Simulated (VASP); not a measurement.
# Sb in VASP: single point with revPBE+D3(BJ)

Aim: the single point of Sb with revPBE+D3(BJ).

Everything below comes from runs of VASP 6.6.1. Logs are shortened: lines on timing, memory, paths and dates and some standing lists are left out, and cuts for length are marked.

## Step 1: The cell of the first run

The cell holds a sheet with vacuum, 2 atoms: a = 4.059 Å, b = 4.059 Å, c = 27.100 Å, α = 90.00°, β = 90.00°, γ = 120.00°.

## Step 2: Single point, revPBE+D3(BJ)

Contents of INCAR:

```
PREC = Accurate
ENCUT = 400
EDIFF = 1E-6
ISMEAR = 0
SIGMA = 0.03
LREAL = F
LASPH = T
NELM = 120
ALGO = Normal
ISIF = 2
LWAVE = F
LCHARG = F
LDIPOL = T
IDIPOL = 3
DIPOL = 0.5 0.5 0.289
GGA = RE
IVDW = 12
NBANDS = 22
GGA_COMPAT = F
NELMDL = -8
```

Contents of KPOINTS:

```
regular mesh
0
Gamma
  12 12 1
```

Contents of POSCAR:

```
Sb
1.0
    4.0587739070      0.0000000000      0.0000000000
   -2.0293869535      3.5150013117      0.0000000000
    0.0000000000      0.0000000000     27.1000000030
Sb
2
Direct
    0.3333333333      0.6666666667      0.2580857555
    0.6666666667      0.3333333333      0.3194050194
```

Potentials or basis: VASP PAW PBE potentials, release 64 (Sb_d_GW).

Launch:

```
> cat potpaw_PBE.64/Sb_d_GW/POTCAR > POTCAR
> mpirun -np 1 vasp_std > vasp.out
```

OUTCAR:

```text
PREC = Accurate
   ENCUT = 400
   EDIFF = 1E-6
   ISMEAR = 0
   LREAL = F
   LASPH = T
   NELM = 120
   ISIF = 2
   GGA = RE
   IVDW = 12
   NELMDL = -8
 IVDW          = 12

 ion  position               nearest neighbor table
   1  0.333  0.667  0.258-   2 2.87   2 2.87   2 2.87
   2  0.667  0.333  0.319-   1 2.87   1 2.87   1 2.87

  LATTYP: Found a hexagonal cell.
 ALAT       =     4.0587739070
 C/A-ratio  =     6.6768932254

  Lattice vectors:

 A1 = (   4.0587739070,   0.0000000000,   0.0000000000)
 A2 = (  -2.0293869535,   3.5150013117,   0.0000000000)
 A3 = (   0.0000000000,   0.0000000000,  27.1000000030)

Analysis of symmetry for initial positions (statically):
=====================================================================
 Subroutine PRICEL returns:
 Original cell was already a primitive cell.

 Routine SETGRP: Setting up the symmetry group for a
 hexagonal supercell.

 Subroutine GETGRP returns: Found 12 space group operations
 (whereof  6 operations were pure point group operations)
 out of a pool of 24 trial point group operations.

The static configuration has the point symmetry C_3v.
 The point group associated with its full space group is D_3d.

Analysis of symmetry for dynamics (positions and initial velocities):
=====================================================================
 Subroutine PRICEL returns:
 Original cell was already a primitive cell.

 Routine SETGRP: Setting up the symmetry group for a
 hexagonal supercell.

 Subroutine GETGRP returns: Found 12 space group operations
 (whereof  6 operations were pure point group operations)
 out of a pool of 24 trial point group operations.

The dynamic configuration has the point symmetry C_3v.
 The point group associated with its full space group is D_3d.

 Subroutine INISYM returns: Found 12 space group operations
 (whereof  6 operations are pure point group operations),
 and found     1 'primitive' translations

----------------------------------------------------------------------------------------

                                     Primitive cell

  volume of cell :     386.6247

  direct lattice vectors                    reciprocal lattice vectors
     4.058773907  0.000000000  0.000000000     0.246379824  0.142247458  0.000000000
    -2.029386953  3.515001312  0.000000000     0.000000000  0.284494915  0.000000000
[... 80 lines left out ...]
   LREAL  =      F    real-space projection
   EDIFFG = 0.1E-04   stopping-criterion for IOM
   NSW    =      0    number of steps for IOM
   IBRION =     -1    ionic relax: 0-MD 1-quasi-New 2-CG
   NFREE  =      0    steps in history (QN), initial steepest desc. (CG)
   ISIF   =      2    stress and relaxation
   ISYM   =      2    0-nonsym 1-usesym 2-fastsym
   POTIM  = 0.5000    time-step for ionic-motion
   TEBEG  =    0.0;   TEEND  =   0.0 temperature during run
   PSTRESS=    0.0 pullay stress
   NELECT =      30.0000    total number of electrons
   NUPDOWN=      -1.0000    fix difference up-down
   EMIN   =  10.00;   EMAX   =-10.00  energy-range for DOS
   EFERMI =   0.00;   METHOD = LEGACY
   ISMEAR =     0;   SIGMA  =   0.03  broadening in eV -4-tet -1-fermi 0-gaus
   EFERMI_NEDOS =   21; number of points for ismear=-14 and -15
   IALGO  =     38    algorithm
   IMIX   =      4    mixing-type and parameters
     AMIX     =   0.40;   BMIX     =  1.00
     AMIX_MAG =   1.60;   BMIX_MAG =  1.00
  volume/ion in A,a.u.               =     193.31      1304.54
  Fermi-wavevector in a.u.,A,eV,Ry     =   0.698262  1.319525  6.633799  0.487570
  Thomas-Fermi vector in A             =   1.781818
   LORBIT       =      0    0 simple, 1 ext, 2 COOP (PROOUT), +10 PAW based schemes
   GGA     = RE    functional components
   LHFCALC =     F    Hartree Fock is set to
   AEXX    =    0.0000 exact exchange contribution
   IVDW    =    12    specifies the selected vdW correction
   LEPSILON=     F    determine dielectric tensor
   LRPA    =     F    only Hartree local field effects (RPA)
 non-spin polarized calculation
 Gauss-broadening in eV      SIGMA  =   0.03
  energy-cutoff  :      400.00
  volume of cell :      386.62
 maximum number of plane-waves:      7097
 NGX is ok and might be reduce to    28
   NGX = 13   NGY = 13   NGZ = 89

 dipolmoment           0.000000      0.000000      0.000002 electrons x Angstroem

 number of electron      29.9999967 magnetization

 dipolmoment           0.000000      0.000000     -0.000001 electrons x Angstroem

 Free energy of the ion-electron system (eV)
  ---------------------------------------------------
  ext. energy  EPLUGINS =         0.00000000
  ---------------------------------------------------
  free energy    TOTEN  =        -7.66213150 eV

  energy without entropy =       -7.66213150  energy(sigma->0) =       -7.66213150

 E-fermi :  -2.8604     XC(G=0):  -2.0970

 val. band max:       -3.0779092958   @ k =   0.0000   0.0000   0.0000
 cond. band min:      -1.9047741676   @ k =   0.3333  -0.0000   0.0000
 fundamental gap:      1.1731351283
 Fermi energy:        -2.8603840533

 k-point     1 :       0.0000    0.0000    0.0000
  band No.  band energies     occupation
      1     -31.8161      2.00000
      2     -31.8161      2.00000
      3     -31.7421      2.00000
      4     -31.7421      2.00000
      5     -31.6968      2.00000
      6     -31.6316      2.00000
[... 464 lines left out ...]
     21       4.3015      0.00000
     22       4.8309      0.00000

------------------------ aborting loop because EDIFF is reached ----------------------------------------

 vacuum level on the upper side and lower side of the slab       (xc-potential included)        -0.013        -0.013

 Edisp (eV)   -0.92195

 E8    (eV) :    -0.6876

  FORCE on cell =-STRESS in cart. coord.  units (eV):
  Direction    XX          YY          ZZ          XY          YZ          ZX
  --------------------------------------------------------------------------------------
  -------------------------------------------------------------------------------------
  Total      -0.14151    -0.14151    -0.13571     0.00000     0.00000    -0.00000
  in kB      -0.58641    -0.58641    -0.56237     0.00000     0.00000    -0.00000
  external pressure =       -0.58 kB  Pullay stress =        0.00 kB

 VOLUME and BASIS-vectors are now :
 -----------------------------------------------------------------------------
  energy-cutoff  :      400.00
  volume of cell :      386.62
      direct lattice vectors                 reciprocal lattice vectors
     4.058773907  0.000000000  0.000000000     0.246379824  0.142247458  0.000000000
    -2.029386953  3.515001312  0.000000000     0.000000000  0.284494915  0.000000000
     0.000000000  0.000000000 27.100000003     0.000000000  0.000000000  0.036900369

 POSITION                                       TOTAL-FORCE (eV/Angst)
 -----------------------------------------------------------------------------------
     -0.00000      2.34333      6.99412        -0.000000      0.000000      0.000810
      2.02939      1.17167      8.65588         0.000000     -0.000000     -0.000810
 -----------------------------------------------------------------------------------
    total drift:                               -0.000000     -0.000000      0.000100

  FREE ENERGIE OF THE ION-ELECTRON SYSTEM (eV)
  ---------------------------------------------------
  free  energy   TOTEN  =        -8.5840864265 eV

  energy  without entropy=       -8.5840864265  energy(sigma->0) =       -8.58408643

 vacuum level on the upper side and lower side of the slab         1.460         1.460
```

OSZICAR:

```text
N       E                     dE             d eps       ncg     rms          rms(c)
DAV:   1     0.294583145448E+03    0.29458E+03   -0.11132E+04  1146   0.658E+03
DAV:   2     0.953776719371E+02   -0.19921E+03   -0.18651E+03  1400   0.144E+03
DAV:   3     0.652158832573E+01   -0.88856E+02   -0.88368E+02  1618   0.329E+02
DAV:   4    -0.578426620505E+01   -0.12306E+02   -0.12298E+02  1348   0.938E+01
[... 12 lines left out ...]
DAV:  17    -0.766204433281E+01   -0.65110E-04   -0.37649E-06  1016   0.134E-02    0.147E-03
DAV:  18    -0.766209664110E+01   -0.52308E-04   -0.22987E-06   872   0.297E-02    0.635E-04
DAV:  19    -0.766211104065E+01   -0.14400E-04   -0.52908E-07   996   0.721E-03    0.470E-04
DAV:  20    -0.766213055252E+01   -0.19512E-04   -0.10802E-06   842   0.176E-02    0.273E-04
DAV:  21    -0.766213150416E+01   -0.95165E-06   -0.69972E-08   856   0.701E-03
   1 F= -.85840864E+01 E0= -.85840864E+01  d E =-.345344E-26
```

stdout:

```text
POSCAR found type information on POSCAR Sb
 POSCAR found :  1 types and       2 ions
 scaLAPACK will be used
 -----------------------------------------------------------------------------
|                                                                             |
|                                                                             |
|     You enforced a specific xc type in the INCAR file but a different       |
|     I HOPE YOU KNOW WHAT YOU ARE DOING!                                     |
|                                                                             |
 -----------------------------------------------------------------------------

 LDA part: xc-table for (Slater+PW92), standard interpolation
 POSCAR, INCAR and KPOINTS ok, starting setup
 FFT: planning ... GRIDC
 FFT: planning ... GRID_SOFT
 FFT: planning ... GRID
 WAVECAR not read
 entering main loop
```

Run time: 3.6 min. Hardware: 1 thread of Intel Xeon Platinum 8259CL at 2.50GHz (Skylake/Cascade Lake), shared host; peak memory 0.43 GiB.

What came out:

| Quantity | Value |
| --- | --- |
| Free energy | -8.5841 eV |
| Band gap on the k mesh | 1.17 eV (least direct gap 1.72 eV) |
| Dispersion energy per atom | -0.461 eV |

Levels at points of the mesh, in eV from the valence-band top:
```csv
k point,band 11,band 12,band 13,band 14,band 15,band 16,band 17,band 18,band 19,band 20
"(0.00, 0.00, 0.00)",-11.52,-6.54,-0.88,0.00,0.00,1.72,2.77,2.77,4.02,4.23
"(0.50, 0.00, 0.00)",-9.51,-7.91,-3.18,-1.70,-1.63,1.59,2.24,3.45,4.94,6.70
```

Caveat: the PAW data sets were made with another functional, which shifts forces and pressure a little; spin-orbit coupling is left out, which moves the levels of the heavy elements.
